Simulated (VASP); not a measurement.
Input of a VASP 6.6.1 run:

File INCAR:

```
  ALGO = Fast
  EDIFF = 1E-6
  ENCUT = 520
  GGA = PS
  ISIF = 2
  ISMEAR = 0
  LASPH = True
  LCHARG = True
  LELF = True
  LREAL = False
  LVHAR = True
  LWAVE = False
  NBANDS = 30
  NELM = 60
  PREC = Accurate
  SIGMA = 0.1
```

Contents of KPOINTS:

```
k-points
0
Gamma
  6 6 4
```

POSCAR

```
K
1.0
    3.6618286111     -3.6618340298      0.0000000000
    3.6618286111      3.6618340298      0.0000000000
    0.0000000000      0.0000000000      9.4114804527
K
5
Direct
    0.5000000000      0.0000000000      0.3075159145
    0.0000000000      0.5000000000      0.6924840855
    0.0000000000      0.5000000000      0.3075159145
    0.5000000000      0.0000000000      0.6924840855
    0.0000000000      0.0000000000      0.0000000000
```

Potentials or basis: VASP PAW PBE potentials, release 64 (K_sv).

Run with:

```bash
$ cat potpaw_PBE.64/K_sv/POTCAR > POTCAR
$ mpirun -np 1 vasp_std > vasp.out
```

What does it give for the band gap on the k mesh?

Zero (an odd number of electrons rules out a gap without spin polarisation).

Estimate the pressure.

3.0 GPa.

Caveat: the PAW data sets were made with another functional, which shifts forces and pressure a little.
